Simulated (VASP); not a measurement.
# Al (I4/mmm) in VASP: notebook

Al is run at these levels: PBE+D3(BJ); tasks: single point.

Program: VASP 6.6.1. These are calculated values, not measurements. Logs are shortened: lines on timing, memory, paths and dates and some standing lists are left out, and cuts for length are marked.

### 1 The cell of the first run

It takes space group I4/mmm (No. 139, tetragonal). The conventional cell has a = 2.855 Å, b = 2.855 Å, c = 3.876 Å, α = 90.00°, β = 90.00°, γ = 90.00°. Within 3.7 Å of Al (site symmetry 4/mmm) lie 12 Al at 2.80 to 2.85 Å.

### 2 Single point, PBE+D3(BJ)

INCAR reads:

```
SYSTEM = Al
ALGO = Fast ; EDIFF = 1E-6
ENCUT = 520 ; GGA = PE
ISIF = 2 ; ISMEAR = 0
IVDW = 12 ; LASPH = .True.
LCHARG = .False. ; LREAL = .False.
LWAVE = .False. ; NBANDS = 8
NELM = 100 ; PREC = Accurate
SIGMA = 0.15
```

KPOINTS reads:

```
k-points
0
Gamma
  28 28 28
  0 0 0
```

POSCAR reads:

```
Al
1.0
    0.0000000000      2.0186451623      1.9378993558
    2.0186451623      0.0000000000      1.9378993558
    2.0186451623      2.0186451623      0.0000000000
Al
1
Direct
    0.0000000000      0.0000000000      0.0000000000
```

Potentials or basis: VASP PAW PBE potentials, release 64 (Al).

Started as:

```
$ cat potpaw_PBE.64/Al/POTCAR > POTCAR
$ mpirun -np 1 vasp_std > vasp.out
```

OUTCAR:

```text
SYSTEM = Al
   EDIFF = 1E-6
   ENCUT = 520
   GGA = PE
   ISIF = 2
   ISMEAR = 0
   IVDW = 12
   LASPH = .True.
   LREAL = .False.
   NELM = 100
   PREC = Accurate
 IVDW          = 12

 ion  position               nearest neighbor table
   1  0.000  0.000  0.000-

  LATTYP: Found a body centered tetragonal cell.
 ALAT       =     2.8547953661
 C/A-ratio  =     1.3576450199

  Lattice vectors:

 A1 = (   0.0000000000,  -2.0186451623,  -1.9378993558)
 A2 = (   0.0000000000,   2.0186451623,  -1.9378993558)
 A3 = (   2.0186451623,   0.0000000000,   1.9378993558)

Analysis of symmetry for initial positions (statically):
=====================================================================
 Subroutine PRICEL returns:
 Original cell was already a primitive cell.

 Routine SETGRP: Setting up the symmetry group for a
 body centered tetragonal supercell.

 Subroutine GETGRP returns: Found 16 space group operations
 (whereof 16 operations were pure point group operations)
 out of a pool of 16 trial point group operations.

The static configuration has the point symmetry D_4h.

Analysis of symmetry for dynamics (positions and initial velocities):
=====================================================================
 Subroutine PRICEL returns:
 Original cell was already a primitive cell.

 Routine SETGRP: Setting up the symmetry group for a
 body centered tetragonal supercell.

 Subroutine GETGRP returns: Found 16 space group operations
 (whereof 16 operations were pure point group operations)
 out of a pool of 16 trial point group operations.

The dynamic configuration has the point symmetry D_4h.

 Subroutine INISYM returns: Found 16 space group operations
 (whereof 16 operations are pure point group operations),
 and found     1 'primitive' translations

----------------------------------------------------------------------------------------

                                     Primitive cell

  volume of cell :      15.7936

  direct lattice vectors                    reciprocal lattice vectors
     0.000000000  2.018645162  1.937899356    -0.247690882  0.247690882  0.258011335
     2.018645162  0.000000000  1.937899356     0.247690882 -0.247690882  0.258011335
     2.018645162  2.018645162  0.000000000     0.247690882  0.247690882 -0.258011335

  length of vectors
     2.798282009  2.798282009  2.854795366     0.435053324  0.435053324  0.435053324

  position of ions in fractional coordinates (direct lattice)
     0.000000000  0.000000000  0.000000000

  ion indices of the primitive-cell ions
   primitive index   ion index
                 1           1

----------------------------------------------------------------------------------------

 KPOINTS: k-points

Automatic generation of k-mesh.
 Grid dimensions read from file:
 generate k-points for:   28   28   28

 Generating k-lattice:

  Cartesian coordinates                     Fractional coordinates (reciprocal lattice)
    -0.008846103  0.008846103  0.009214691     0.035714286  0.000000000  0.000000000
     0.008846103 -0.008846103  0.009214691     0.000000000  0.035714286  0.000000000
     0.008846103  0.008846103 -0.009214691    -0.000000000 -0.000000000  0.035714286

  Length of vectors
     0.015537619  0.015537619  0.015537619

  Shift w.r.t. Gamma in fractional coordinates (k-lattice)
     0.000000000  0.000000000  0.000000000

 Subroutine IBZKPT returns following result:
 ===========================================

 Found   1639 irreducible k-points:

 Following reciprocal coordinates:
            Coordinates               Weight
  0.000000  0.000000  0.000000      1.000000
  0.035714 -0.000000  0.000000      8.000000
  0.071429 -0.000000  0.000000      8.000000
  0.107143 -0.000000  0.000000      8.000000
  0.142857 -0.000000  0.000000      8.000000
  0.178571  0.000000  0.000000      8.000000
[... 16 lines left out ...]
  0.285714  0.035714  0.000000      8.000000
  0.321429  0.035714  0.000000      8.000000
 [... further k-points ...]
   k-points           NKPTS =   1639   k-points in BZ     NKDIM =   1639   number of bands    NBANDS=      8
   number of dos      NEDOS =    301   number of ions     NIONS =      1
   total plane-waves  NPLWV =  13824
   dimension x,y,z NGX =    24 NGY =   24 NGZ =   24
   dimension x,y,z NGXF=    48 NGYF=   48 NGZF=   48
   ions per type =               1
   NGX,Y,Z   is equivalent  to a cutoff of  14.26, 14.26, 13.98 a.u.
   NGXF,Y,Z  is equivalent  to a cutoff of  28.52, 28.52, 27.95 a.u.
 SYSTEM =  Al
   PREC   = accura    normal or accurate (medium, high low for compatibility)
   ISTART =      0    job   : 0-new  1-cont  2-samecut
   ICHARG =      2    charge: 1-file 2-atom 10-const
   ISPIN  =      1    spin polarized calculation?
   LNONCOLLINEAR =      F non collinear calculations
   LSORBIT =      F    spin-orbit coupling
   LASPH  =      T    aspherical Exc in radial PAW
   ENCUT  =  520.0 eV  38.22 Ry    6.18 a.u.   5.20  5.20  5.31*2*pi/ulx,y,z
   NELM   =    100;   NELMIN=  2; NELMDL= -5     # of ELM steps
   EDIFF  = 0.1E-05   stopping-criterion for ELM
   LREAL  =      F    real-space projection
   EDIFFG = 0.1E-04   stopping-criterion for IOM
   NSW    =      0    number of steps for IOM
   IBRION =     -1    ionic relax: 0-MD 1-quasi-New 2-CG
   NFREE  =      0    steps in history (QN), initial steepest desc. (CG)
   ISIF   =      2    stress and relaxation
   ISYM   =      2    0-nonsym 1-usesym 2-fastsym
   POTIM  = 0.5000    time-step for ionic-motion
   TEBEG  =    0.0;   TEEND  =   0.0 temperature during run
   PSTRESS=    0.0 pullay stress
   NELECT =       3.0000    total number of electrons
   NUPDOWN=      -1.0000    fix difference up-down
   EMIN   =  10.00;   EMAX   =-10.00  energy-range for DOS
   EFERMI =   0.00;   METHOD = LEGACY
   ISMEAR =     0;   SIGMA  =   0.15  broadening in eV -4-tet -1-fermi 0-gaus
   EFERMI_NEDOS =   21; number of points for ismear=-14 and -15
   IALGO  =     68    algorithm
   IMIX   =      4    mixing-type and parameters
     AMIX     =   0.40;   BMIX     =  1.00
     AMIX_MAG =   1.60;   BMIX_MAG =  1.00
  volume/ion in A,a.u.               =      15.79       106.58
  Fermi-wavevector in a.u.,A,eV,Ry     =   0.941069  1.778363 12.049470  0.885611
  Thomas-Fermi vector in A             =   2.068543
   LORBIT       =      0    0 simple, 1 ext, 2 COOP (PROOUT), +10 PAW based schemes
   GGA     = PE    functional components
   LHFCALC =     F    Hartree Fock is set to
   AEXX    =    0.0000 exact exchange contribution
   IVDW    =    12    specifies the selected vdW correction
   LEPSILON=     F    determine dielectric tensor
   LRPA    =     F    only Hartree local field effects (RPA)
 non-spin polarized calculation
 RMM-DIIS sequential band-by-band and
 Gauss-broadening in eV      SIGMA  =   0.15
  energy-cutoff  :      520.00
  volume of cell :       15.79
 maximum number of plane-waves:       443
 NGX is ok and might be reduce to    24
   NGX = 11   NGY = 11   NGZ = 11

 number of electron       3.0000000 magnetization

 Free energy of the ion-electron system (eV)
  ---------------------------------------------------
  ext. energy  EPLUGINS =         0.00000000
  ---------------------------------------------------
  free energy    TOTEN  =        -3.73708438 eV

  energy without entropy =       -3.73255047  energy(sigma->0) =       -3.73481742

 E-fermi :   8.4704     XC(G=0): -10.3559

 val. band max:        8.4668564807   @ k =   0.5000   0.2143   0.1786
 cond. band min:       8.4772947835   @ k =  -0.3929   0.1429   0.3929
 fundamental gap:      0.0104383029
 Fermi energy:         8.4704084491

 k-point     1 :       0.0000    0.0000    0.0000
  band No.  band energies     occupation
      1      -2.9759      2.00000
      2      21.2021      0.00000
      3      21.2021      0.00000
      4      21.6490      0.00000
      5      23.0780      0.00000
      6      23.2181      0.00000
      7      23.2181      0.00000
      8      25.2781      0.00000

 k-point     2 :       0.0357   -0.0000    0.0000
  band No.  band energies     occupation
      1      -2.9402      2.00000
      2      20.5468      0.00000
      3      21.0719      0.00000
      4      21.4124      0.00000
      5      23.2813      0.00000
      6      23.4030      0.00000
      7      23.5436      0.00000
      8      25.6720      0.00000

 k-point     3 :       0.0714   -0.0000    0.0000
  band No.  band energies     occupation
      1      -2.8330      2.00000
      2      19.2080      0.00000
      3      20.7768      0.00000
      4      21.1103      0.00000
      5      23.6691      0.00000
      6      23.8081      0.00000
      7      23.8556      0.00000
      8      26.7546      0.00000

 k-point     4 :       0.1071   -0.0000    0.0000
  band No.  band energies     occupation
      1      -2.6546      2.00000
      2      17.7425      0.00000
      3      20.4401      0.00000
      4      20.8035      0.00000
      5      23.7026      0.00000
      6      24.3236      0.00000
      7      24.4138      0.00000
      8      26.1642      0.00000

 k-point     5 :       0.1429   -0.0000    0.0000
  band No.  band energies     occupation
      1      -2.4053      2.00000
      2      16.2637      0.00000
      3      20.1186      0.00000
      4      20.5244      0.00000
      5      23.6000      0.00000
      6      24.7319      0.00000
      7      24.9315      0.00000
      8      25.8299      0.00000

 k-point     6 :       0.1786    0.0000    0.0000
  band No.  band energies     occupation
      1      -2.0854      2.00000
      2      14.8055      0.00000
      3      19.8353      0.00000
      4      20.2885      0.00000
      5      23.4740      0.00000
      6      24.2910      0.00000
      7      25.2479      0.00000
      8      26.3018      0.00000

 k-point     7 :       0.2143    0.0000    0.0000
  band No.  band energies     occupation
      1      -1.6955      2.00000
      2      13.3830      0.00000
      3      19.5999      0.00000
      4      20.1024      0.00000
      5      23.3577      0.00000
      6      23.6299      0.00000
      7      24.7744      0.00000
      8      26.8410      0.00000
[... 133 lines left out ...]
 k-point    20 :       0.1786    0.0357    0.0000
  band No.  band energies     occupation
      1      -2.1553      2.00000
      2      15.2597      0.00000
      3      19.1895      0.00000
      4      20.5087      0.00000
      5      24.0922      0.00000
      6      24.4789      0.00000
      7      25.2034      0.00000
      8      25.6903      0.00000

 k-point    21 :       0.2143    0.0357    0.0000
  band No.  band energies     occupation
      1      -1.7861      2.00000
      2      13.8273      0.00000
      3      18.9277      0.00000
      4      20.2983      0.00000
      5      24.0162      0.00000
      6      24.4816      0.00000
      7      24.5942      0.00000
      8      25.6455      0.00000

 k-point    22 :       0.2500    0.0357    0.0000
  band No.  band energies     occupation
      1      -1.3474      2.00000
      2      12.4362      0.00000
      3      18.7218      0.00000
      4      20.1302      0.00000
      5      23.8205      0.00000
      6      23.9453      0.00000
      7      23.9761      0.00000
      8      26.3402      0.00000

 k-point    23 :       0.2857    0.0357    0.0000
  band No.  band energies     occupation
      1      -0.8396      2.00000
      2      11.0924      0.00000
      3      18.5731      0.00000
      4      20.0116      0.00000
      5      23.1417      0.00000
      6      23.3205      0.00000
      7      23.9485      0.00000
      8      26.9495      0.00000

 k-point    24 :       0.3214    0.0357    0.0000
  band No.  band energies     occupation
      1      -0.2637      2.00000
      2       9.8000      0.00000
      3      18.4826      0.00000
      4      19.9468      0.00000
      5      22.4907      0.00000
      6      22.7387      0.00000
      7      23.9768      0.00000
      8      26.6504      0.00000

 [... further k-points ...]

------------------------ aborting loop because EDIFF is reached ----------------------------------------

 Edisp (eV)   -0.35197

 E8    (eV) :    -0.1575

  FORCE on cell =-STRESS in cart. coord.  units (eV):
  Direction    XX          YY          ZZ          XY          YZ          ZX
  --------------------------------------------------------------------------------------
  -------------------------------------------------------------------------------------
  Total      -0.07512    -0.07512     0.17199     0.00000    -0.00000     0.00000
  in kB      -7.62058    -7.62058    17.44764     0.00000    -0.00000     0.00000
  external pressure =        0.74 kB  Pullay stress =        0.00 kB

 VOLUME and BASIS-vectors are now :
 -----------------------------------------------------------------------------
  energy-cutoff  :      520.00
  volume of cell :       15.79
      direct lattice vectors                 reciprocal lattice vectors
     0.000000000  2.018645162  1.937899356    -0.247690882  0.247690882  0.258011335
     2.018645162  0.000000000  1.937899356     0.247690882 -0.247690882  0.258011335
     2.018645162  2.018645162  0.000000000     0.247690882  0.247690882 -0.258011335

 POSITION                                       TOTAL-FORCE (eV/Angst)
 -----------------------------------------------------------------------------------
      0.00000      0.00000      0.00000         0.000000      0.000000      0.000000
 -----------------------------------------------------------------------------------
    total drift:                               -0.000000      0.000000      0.000000

  FREE ENERGIE OF THE ION-ELECTRON SYSTEM (eV)
  ---------------------------------------------------
  free  energy   TOTEN  =        -4.0890572204 eV

  energy  without entropy=       -4.0845233074  energy(sigma->0) =       -4.08679026
```

Run time: 64 s. Hardware: 1 thread of Intel Xeon 6975P-C (Granite Rapids), shared host; peak memory 0.29 GiB.

Results:

```yaml
Free_energy: -4.0891 eV
Pressure: 0.1 GPa
Dispersion_energy_per_atom: -0.352 eV
```

Levels at points of the mesh, in eV from the Fermi level:
```csv
k point,band 1,band 2,band 3,band 4,band 5
"(0.00, 0.00, 0.00)",-11.45,12.73,12.73,13.18,14.61
"(0.50, 0.00, 0.00)",-4.77,-4.44,11.19,11.37,12.07
"(0.50, 0.50, 0.00)",-2.61,-1.05,4.94,5.29,5.29
"(0.50, 0.00, 0.50)",-3.24,-1.90,5.44,5.94,6.21
```

Caveat: pairwise dispersion overbinds metals, which lowers pressure and volume.

### 3 Single point, PBE+D3(BJ)

INCAR reads:

```
SYSTEM = Al
ALGO = Fast
EDIFF = 1E-7
ENCUT = 520
GGA = PE
ISIF = 2
ISMEAR = 0
IVDW = 12
LASPH = .TRUE.
LCHARG = .FALSE.
LREAL = .FALSE.
LWAVE = .FALSE.
NBANDS = 8
NELM = 100
PREC = Accurate
SIGMA = 0.15
```

KPOINTS reads:

```
k-points
0
G
  28 28 28
  0 0 0
```

POSCAR reads:

```
Al
1.0
    0.0000000000      1.9592384564      2.0572003792
    1.9592384564      0.0000000000      2.0572003792
    1.9592384564      1.9592384564      0.0000000000
Al
1
Direct
    0.0000000000      0.0000000000      0.0000000000
```

Potentials or basis: VASP PAW PBE potentials, release 64 (Al).

Started as:

```
$ cat potpaw_PBE.64/Al/POTCAR > POTCAR
$ mpirun -np 1 vasp_std > vasp.out
```

It took 78 s on 1 thread of Intel Xeon 6975P-C (Granite Rapids), shared host; peak memory 0.29 GiB.

The run converged. Its results:

| Property | Result |
| --- | --- |
| Free energy | -4.0879 eV |
| Pressure | 0.1 GPa |
| Dispersion energy per atom | -0.352 eV |

Stress tensor (GPa, compression positive):
```
 1.12  0.00  0.00
 0.00  1.12  0.00
 0.00  0.00 -1.82
```

Levels at points of the mesh, in eV from the Fermi level:
```tsv
k point	band 1	band 2	band 3	band 4	band 5
(0.00, 0.00, 0.00)	-11.45	12.52	13.08	13.08	14.65
(0.50, 0.00, 0.00)	-4.77	-4.43	11.03	11.12	12.24
(0.50, 0.50, 0.00)	-3.50	-2.29	5.65	6.43	6.43
(0.50, 0.00, 0.50)	-2.79	-1.28	5.10	5.34	5.69
```

Caveat: pairwise dispersion overbinds metals, which lowers pressure and volume.
